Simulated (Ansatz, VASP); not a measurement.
# One calculation of SrO, two programs

```
Sr O
1.0
     0.05140    2.59550    2.59550
     2.59550    0.05140    2.59550
     2.59550    2.59550    0.05140
Sr O
1 1
Cartesian
  0.0000 0.0000 0.0000
  2.6212 2.6212 2.6212
```

Change from the starting cell: equal xy, yz and zx shear strains of +2 %, crystal datasets.

Alike in both runs: task electric field gradients; functional PBEsol; k mesh 8 × 8 × 8; occupations fermi-dirac, width 0.03 eV; no spin polarisation.

|  | VASP | Ansatz |
| --- | --- | --- |
| version | VASP 6.6.1 | Ansatz 0.2.0 |
| potentials or method | VASP PAW PBE potentials, release 64 (Sr_sv, O), cutoff 520 eV | all-electron PAW with datasets made for the crystal, scalar-relativistic |

```csv
,VASP,Ansatz,Ansatz less VASP
gap on the k mesh at the Fermi level (eV),3.13,3.17,+0.047
pressure (GPa),-0.3,-0.9,-0.61
"traceless stress, the component that is largest in VASP (GPa)",-1.15,-1.16,-0.001
size of Vzz on the site where it differs most (V/Å²),15.2,15.1,-0.11
```

VASP's potentials were made for PBE, not for PBEsol. Ansatz ran all-electron here, and VASP with PAW potentials.
